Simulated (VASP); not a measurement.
# GaP (F-43m) in VASP: notebook, part 2 of 2

VASP 6.6.1. The steps go on from the part before.

### 3 Relaxation of cell and atoms, BLYP+D4

This run uses another cell than the first one, of 20.24 Å³/atom, 1.005 times its volume.

Contents of INCAR:

```
SYSTEM = GaP
  PREC = Accurate
  ENCUT = 600
  EDIFF = 1E-7
  ISMEAR = -1
  SIGMA = 0.05
  LREAL = .FALSE.
  LASPH = .TRUE.
  NELM = 100
  ALGO = Normal
  ISIF = 3
  LWAVE = .FALSE.
  LCHARG = .FALSE.
  GGA = B5
  ALDAX = 1.0
  AGGAX = 1.0
  AGGAC = 1.0
  ALDAC = 0.0
  IVDW = 13
  VDW_S6 = 1.0
  VDW_S8 = 2.34076671
  VDW_A1 = 0.44488865
  VDW_A2 = 4.0933009
  IBRION = 2
  NSW = 80
  EDIFFG = -0.005
```

Contents of KPOINTS:

```
Automatic mesh
0
G
  8 8 8
  0 0 0
```

Contents of POSCAR:

```
GaP
1.0
    0.0000000000      2.7252500000      2.7252500000
    2.7252500000      0.0000000000      2.7252500000
    2.7252500000      2.7252500000      0.0000000000
Ga P
1 1
Direct
    0.0000000000      0.0000000000      0.0000000000
    0.7500000000      0.7500000000      0.7500000000
```

Potentials or basis: VASP PAW PBE potentials, release 64 (Ga_d, P).

On the command line:

```console
> cat potpaw_PBE.64/Ga_d/POTCAR potpaw_PBE.64/P/POTCAR > POTCAR
> mpirun -np 1 vasp_std > vasp.out
```

OUTCAR:

```text
SYSTEM = GaP
   PREC = Accurate
   ENCUT = 600
   EDIFF = 1E-7
   ISMEAR = -1
   LREAL = .FALSE.
   LASPH = .TRUE.
   NELM = 100
   ISIF = 3
   GGA = B5
   IVDW = 13
   IBRION = 2
   NSW = 80
   EDIFFG = -0.005

 ion  position               nearest neighbor table
   1  0.000  0.000  0.000-   2 2.36   2 2.36   2 2.36   2 2.36
   2  0.750  0.750  0.750-   1 2.36   1 2.36   1 2.36   1 2.36

  LATTYP: Found a face centered cubic cell.
 ALAT       =     5.4505000000

  Lattice vectors:

 A1 = (   0.0000000000,   2.7252500000,   2.7252500000)
 A2 = (   2.7252500000,   0.0000000000,   2.7252500000)
 A3 = (   2.7252500000,   2.7252500000,   0.0000000000)

Analysis of symmetry for initial positions (statically):
[... 5 lines left out ...]
 face centered cubic supercell.

 Subroutine GETGRP returns: Found 24 space group operations
 (whereof 24 operations were pure point group operations)
 out of a pool of 48 trial point group operations.

The static configuration has the point symmetry T_d .

Analysis of symmetry for dynamics (positions and initial velocities):
[... 5 lines left out ...]
 face centered cubic supercell.

 Subroutine GETGRP returns: Found 24 space group operations
 (whereof 24 operations were pure point group operations)
 out of a pool of 48 trial point group operations.

The dynamic configuration has the point symmetry T_d .

 Subroutine INISYM returns: Found 24 space group operations
 (whereof 24 operations are pure point group operations),
 and found     1 'primitive' translations

----------------------------------------------------------------------------------------

                                     Primitive cell

  volume of cell :      40.4808

  direct lattice vectors                    reciprocal lattice vectors
     0.000000000  2.725250000  2.725250000    -0.183469406  0.183469406  0.183469406
     2.725250000  0.000000000  2.725250000     0.183469406 -0.183469406  0.183469406
     2.725250000  2.725250000  0.000000000     0.183469406  0.183469406 -0.183469406

  length of vectors
     3.854085511  3.854085511  3.854085511     0.317778334  0.317778334  0.317778334

  position of ions in fractional coordinates (direct lattice)
     0.000000000  0.000000000  0.000000000
     0.750000000  0.750000000  0.750000000

[... 91 lines left out ...]
   ISMEAR =    -1;   SIGMA  =   0.05  broadening in eV -4-tet -1-fermi 0-gaus
   EFERMI_NEDOS =   21; number of points for ismear=-14 and -15
   IALGO  =     38    algorithm
   IMIX   =      4    mixing-type and parameters
     AMIX     =   0.40;   BMIX     =  1.00
     AMIX_MAG =   1.60;   BMIX_MAG =  1.00
  volume/ion in A,a.u.               =      20.24       136.59
  Fermi-wavevector in a.u.,A,eV,Ry     =   1.249538  2.361284 21.243377  1.561344
  Thomas-Fermi vector in A             =   2.383574
   LORBIT       =      0    0 simple, 1 ext, 2 COOP (PROOUT), +10 PAW based schemes
   GGA     = B5    functional components
   LHFCALC =     F    Hartree Fock is set to
   AEXX    =    0.0000 exact exchange contribution
   IVDW    =    13    specifies the selected vdW correction
   LEPSILON=     F    determine dielectric tensor
   LRPA    =     F    only Hartree local field effects (RPA)
 conjugate gradient relaxation of ions
 non-spin polarized calculation
  energy-cutoff  :      600.00
  volume of cell :       40.48
 maximum number of plane-waves:      1365
   NGX = 15   NGY = 15   NGZ = 15

--------------------------------------- Ionic step        1  -------------------------------------------

 number of electron      18.0000003 magnetization

 Free energy of the ion-electron system (eV)
  ---------------------------------------------------
  ext. energy  EPLUGINS =         0.00000000
  ---------------------------------------------------
  free energy    TOTEN  =        -7.74744399 eV

  energy without entropy =       -7.74744398  energy(sigma->0) =       -7.74744398

------------------------ aborting loop because EDIFF is reached ----------------------------------------

  DFT-D4 for vdW energy calculation

  Edisp (eV):   -1.57079
[... 71 lines left out ...]
--------------------------------------- Ionic step        3  -------------------------------------------

 number of electron      18.0000004 magnetization

 Free energy of the ion-electron system (eV)
  ---------------------------------------------------
  ext. energy  EPLUGINS =         0.00000000
  ---------------------------------------------------
  free energy    TOTEN  =        -7.74191136 eV

  energy without entropy =       -7.74191136  energy(sigma->0) =       -7.74191136

 E-fermi :   5.9305     XC(G=0):  -9.2731

 val. band max:        5.1011383267   @ k =   0.0000   0.0000   0.0000
 cond. band min:       6.7934791430   @ k =   0.5000   0.0000   0.0000
 fundamental gap:      1.6923408163
 Fermi energy:         5.9304764319

 k-point     1 :       0.0000    0.0000    0.0000
  band No.  band energies     occupation
      1      -9.5270      2.00000
      2      -9.5270      2.00000
      3      -9.5270      2.00000
      4      -9.4264      2.00000
      5      -9.4264      2.00000
      6      -7.3918      2.00000
      7       5.1011      2.00000
      8       5.1011      2.00000
      9       5.1011      2.00000
     10       6.8566      0.00000
     11       9.0445      0.00000
     12       9.0445      0.00000
     13       9.0445      0.00000
[... 354 lines left out ...]
  band No.  band energies     occupation
      1      -9.6141      2.00000
      2      -9.4959      2.00000
      3      -9.4839      2.00000
      4      -9.4313      2.00000
      5      -9.4191      2.00000
      6      -4.9386      2.00000
      7      -1.3163      2.00000
      8       1.9499      2.00000
      9       3.1928      2.00000
     10       8.5871      0.00000
     11       9.5425      0.00000
     12      11.6108      0.00000
     13      13.1507      0.00000

 [... further k-points ...]

------------------------ aborting loop because EDIFF is reached ----------------------------------------

  DFT-D4 for vdW energy calculation

  Edisp (eV):   -1.57644
[... 25 lines left out ...]
  FREE ENERGIE OF THE ION-ELECTRON SYSTEM (eV)
  ---------------------------------------------------
  free  energy   TOTEN  =        -9.3183516073 eV

  energy  without entropy=       -9.3183516059  energy(sigma->0) =       -9.31835161

 reached required accuracy - stopping structural energy minimisation
```

OSZICAR:

```text
N       E                     dE             d eps       ncg     rms          rms(c)
DAV:   1     0.890357224374E+02    0.89036E+02   -0.99246E+03   770   0.214E+03
DAV:   2    -0.898289217717E+00   -0.89934E+02   -0.86918E+02   809   0.358E+02
DAV:   3    -0.795148940860E+01   -0.70532E+01   -0.70144E+01   959   0.807E+01
[... 22 lines left out ...]
DAV:   2    -0.774201750809E+01    0.37696E-03   -0.68761E-04   964   0.664E-01    0.587E-02
DAV:   3    -0.774192225103E+01    0.95257E-04   -0.11733E-04   999   0.238E-01    0.129E-02
DAV:   4    -0.774191328691E+01    0.89641E-05   -0.11139E-05   862   0.524E-02    0.518E-03
DAV:   5    -0.774191143186E+01    0.18551E-05   -0.90310E-07  1002   0.143E-02    0.136E-03
DAV:   6    -0.774191135971E+01    0.72148E-07   -0.44371E-08   402   0.356E-03
   3 F= -.93183516E+01 E0= -.93183516E+01  d E =-.117916E-03
```

It took 64 s on 1 thread of Intel Xeon Platinum 8488C (Sapphire Rapids), shared host; peak memory 0.19 GiB.

What came out:

```
Free energy                            : -9.3184 eV
Relaxed volume                         : 20.17 Å³/atom
Relaxed cell                           : a = 3.850 Å, b = 3.850 Å, c = 3.850 Å, α = 60.00°, β = 60.00°, γ = 60.00°
Space group after relaxing (to 0.05 Å) : F-43m (No. 216)
Energy gained by relaxing              : 0.1 meV/atom
Ionic steps                            : 3
Pressure after relaxing                : 0.0 GPa
Band gap on the k mesh                 : 1.69 eV, indirect (least direct gap 1.76 eV)
Dispersion energy per atom             : -0.788 eV
```

Step by step:
```tsv
step	energy change (eV)	largest force (eV/Å)	pressure (GPa)	volume (Å³)
1	0.0000	0.0000	-0.28	40.48
2	-0.0001	0.0000	0.18	40.27
3	-0.0001	0.0000	-0.02	40.35
```

Final structure:
```xyz
2
Lattice="0.0000 2.7222 2.7222 2.7222 0.0000 2.7222 2.7222 2.7222 0.0000" Properties=species:S:1:pos:R:3 pbc="T T T"
Ga    0.0000    0.0000    0.0000
P     4.0833    4.0833    4.0833
```

Caveat: the PAW data sets were made with another functional, which shifts forces and pressure a little.

### 4 Single point, PBE

This run uses another cell than the first one, of 20.24 Å³/atom, 1.005 times its volume.

Contents of INCAR:

```
SYSTEM = GaP
PREC = Accurate ; ENCUT = 520
EDIFF = 1E-7 ; ISMEAR = -1
SIGMA = 0.04 ; LREAL = .False.
LASPH = .True. ; NELM = 80
ALGO = Normal ; ISIF = 2
LWAVE = .False. ; LCHARG = .True.
GGA = PE ; LELF = .True.
LVHAR = .True. ; NBANDS = 16
```

Contents of KPOINTS:

```
regular mesh
0
Gamma
  5 5 5
  0 0 0
```

POSCAR is that of step 3.

On the command line:

```console
> cat potpaw_PBE.64/Ga_d/POTCAR potpaw_PBE.64/P/POTCAR > POTCAR
> mpirun -np 1 vasp_std > vasp.out
```

Wall time 12 s (1 thread of AMD EPYC 7R43 (Zen 3), shared host); peak memory 0.12 GiB.

The run converged. Its results:

```yaml
Free_energy: -9.0727 eV
Pressure: 2.6 GPa
Band_gap_on_the_k_mesh: 1.59 eV, indirect (least direct gap 1.82 eV)
```

Levels at points of the mesh, in eV from the valence-band top:
```
           k point  band 7  band 8  band 9  band 10  band 11  band 12
(0.00, 0.00, 0.00)    0.00    0.00    0.00     1.82     3.88     3.88
```

### 5 Single point, PBE

This run uses another cell than the first one, of 20.24 Å³/atom, 1.005 times its volume.

Contents of INCAR:

```
ALGO = Normal ; EDIFF = 1E-6
ENCUT = 520 ; GGA = PE
ISIF = 2 ; ISMEAR = -1
LASPH = T ; LCHARG = F
LREAL = F ; LWAVE = F
NBANDS = 16 ; NELM = 60
PREC = Accurate ; SIGMA = 0.02
```

Contents of KPOINTS:

```
k-points
0
Gamma
  5 5 5
```

POSCAR is that of step 4.

On the command line:

```console
> cat potpaw_PBE.64/Ga_d/POTCAR potpaw_PBE.64/P/POTCAR > POTCAR
> mpirun -np 1 vasp_std > vasp.out
```

Run time: 6.7 s. Hardware: 1 thread of Intel Xeon 6975P-C (Granite Rapids), shared host; peak memory 0.16 GiB.

The run converged. Its results:

* Free energy: -9.0727 eV
* Pressure: 2.5 GPa
* Band gap on the k mesh: 1.59 eV, indirect (least direct gap 1.82 eV)

Levels at points of the mesh, in eV from the valence-band top:
```csv
k point,band 7,band 8,band 9,band 10,band 11,band 12
"(0.00, 0.00, 0.00)",0.00,0.00,0.00,1.82,3.88,3.88
```

### 6 Single point, PBE

This run uses another cell than the first one, of 20.24 Å³/atom, 1.005 times its volume.

Contents of INCAR:

```
PREC = Accurate
ENCUT = 520
EDIFF = 1E-6
ISMEAR = 0
SIGMA = 0.015
LREAL = F
LASPH = T
NELM = 80
ALGO = Normal
ISIF = 2
LWAVE = F
LCHARG = F
GGA = PE
NBANDS = 16
```

Contents of KPOINTS:

```
Automatic mesh
0
Gamma
  8 8 8
```

POSCAR is that of step 5.

Potentials or basis: VASP PAW PBE potentials, release 64 (Ga_d, P).

On the command line:

```console
> cat potpaw_PBE.64/Ga_d/POTCAR potpaw_PBE.64/P/POTCAR > POTCAR
> mpirun -np 1 vasp_std > vasp.out
```

Wall time 12 s (1 thread of Intel Xeon 6975P-C (Granite Rapids), shared host); peak memory 0.17 GiB.

Results (log left out):

| Item | Value |
| --- | --- |
| Free energy | -9.1161 eV |
| Pressure | 2.4 GPa |
| Band gap on the k mesh | 1.64 eV, indirect (least direct gap 1.83 eV) |

Levels at points of the mesh, in eV from the valence-band top:
| k point | band 5 | band 6 | band 7 | band 8 | band 9 | band 10 | band 11 | band 12 | band 13 | band 14 |
| --- | --- | --- | --- | --- | --- | --- | --- | --- | --- | --- |
| (0.00, 0.00, 0.00) | -14.45 | -12.49 | 0.00 | 0.00 | 0.00 | 1.83 | 3.89 | 3.89 | 3.89 | 8.81 |
| (0.50, 0.00, 0.00) | -14.44 | -10.43 | -6.63 | -1.12 | -1.12 | 1.67 | 4.72 | 4.72 | 8.29 | 10.89 |
| (0.50, 0.50, 0.00) | -14.43 | -9.53 | -6.75 | -2.68 | -2.68 | 1.65 | 1.82 | 10.60 | 10.60 | 11.20 |

### 7 The runs side by side

```tsv
task	level	cell	k mesh	cutoff (eV)	smearing	gap on the mesh (eV)	pressure (GPa)
single point	BLYP+D4	a = 3.848 Å, angles 60.0°, 2 atoms	8 × 8 × 8	520	fermi-dirac 0.05 eV	1.70	0.1
relaxation of cell and atoms	BLYP+D4	relaxed from a = 3.854 Å, angles 60.0°, 2 atoms	8 × 8 × 8	600	fermi-dirac 0.05 eV	1.69	0.0
single point	PBE	a = 3.854 Å, angles 60.0°, 2 atoms	5 × 5 × 5	520	fermi-dirac 0.04 eV	1.59	2.6
single point	PBE	a = 3.854 Å, angles 60.0°, 2 atoms	5 × 5 × 5	520	fermi-dirac 0.02 eV	1.59	2.5
single point	PBE	a = 3.854 Å, angles 60.0°, 2 atoms	8 × 8 × 8	520	gaussian 0.015 eV	1.64	2.4
```

Alike in all rows: potentials or basis VASP PAW PBE potentials, release 64 (Ga_d, P); no spin polarisation.

Caveats: the PAW data sets were made with another functional, which shifts forces and pressure a little (some runs).

Absolute energies hang on the potentials; compare differences alone.

### 8 Comparison with measurements

Step 2. A measured gap of GaP is 2.34 eV (indirect; 10 K; quoted in “Stacking defects in GaP nanowires: Electronic structure and optical properties”, 2018, arxiv:1810.01194); the calculated 1.70 eV misses it by -0.64 eV. Spin-orbit coupling on Ga is left out. The value is that of BLYP+D4 on a finite k mesh, which can miss the band edges, without temperature or zero-point motion. Semilocal functionals fall short of measured gaps as a rule.

Step 4. Measured gap of GaP: 2.34 eV (indirect; 10 K; quoted in “Stacking defects in GaP nanowires: Electronic structure and optical properties”, 2018, arxiv:1810.01194). This calculation gives 1.59 eV (-0.75 eV). Spin-orbit coupling on Ga is left out. The value is that of PBE on a finite k mesh, which can miss the band edges, without temperature or zero-point motion. Semilocal functionals fall short of measured gaps as a rule.

Step 5. A measured gap of GaP is 2.34 eV (indirect; 10 K; quoted in “Stacking defects in GaP nanowires: Electronic structure and optical properties”, 2018, arxiv:1810.01194); the calculated 1.59 eV misses it by -0.75 eV. Spin-orbit coupling on Ga is left out. The value is that of PBE on a finite k mesh, which can miss the band edges, without temperature or zero-point motion. Semilocal functionals fall short of measured gaps as a rule.

Step 6. Against the measured gap of GaP, 2.34 eV (indirect; 10 K; quoted in “Stacking defects in GaP nanowires: Electronic structure and optical properties”, 2018, arxiv:1810.01194), the calculated 1.64 eV is off by -0.70 eV. Spin-orbit coupling on Ga is left out. The value is that of PBE on a finite k mesh, which can miss the band edges, without temperature or zero-point motion. Semilocal functionals fall short of measured gaps as a rule.
